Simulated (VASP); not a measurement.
Set up this calculation in VASP 6.6.1, as the native input.

```yaml
Task: single point
Functional: PBEsol
Potentials_or_basis: VASP PAW PBE potentials, release 64 (Al, Cu)
Cutoff: 520 eV
k_mesh: 12 × 12 × 16
Occupations: gaussian, width 0.15 eV
Spin: no spin polarisation
Dipole_correction: no
Further_INCAR_settings: ALGO = Fast; EDIFF = 1e-06; NBANDS = 16
```

The structure of Al2Cu lies in POSCAR:

```
Al2Cu
1.0
    4.0229096136      0.0000000000      0.0000000000
    0.0000000000      4.0229096136      0.0000000000
    0.0000000000      0.0000000000      2.8036988300
Al Cu
2 1
Direct
    0.5000000000      0.0000000000      0.5000000000
    0.0000000000      0.5000000000      0.5000000000
    0.0000000000      0.0000000000      0.0000000000
```

This cell differs from its parent crystal: strain -0.015 along x and y, -0.015 along z.

These files were run (other wordings do the same):

INCAR

```
SYSTEM = Al2Cu
PREC = Accurate
ENCUT = 520
EDIFF = 1E-6
ISMEAR = 0
SIGMA = 0.15
LREAL = .FALSE.
LASPH = .TRUE.
NELM = 100
ALGO = Fast
ISIF = 2
LWAVE = .FALSE.
LCHARG = .TRUE.
GGA = PS
LELF = .TRUE.
LVHAR = .TRUE.
NBANDS = 16
```

KPOINTS

```
regular mesh
0
G
  12 12 16
  0 0 0
```

Potentials or basis: VASP PAW PBE potentials, release 64 (Al, Cu).

Command:

```sh
$ cat potpaw_PBE.64/Al/POTCAR potpaw_PBE.64/Cu/POTCAR > POTCAR
$ mpirun -np 1 vasp_std > vasp.out
```

Results of the run:

```
Pressure : 5.1 GPa
```

Caveat: the cell differs from its parent crystal (strain -0.015 along x and y, -0.015 along z); the PAW data sets were made with another functional, which shifts forces and pressure a little.

Run time: 2.2 min on 1 thread of Intel(R) Xeon(R) Platinum 8375C CPU @ 2.90GHz (Ice Lake) (shared host), peak memory 0.29 GiB.
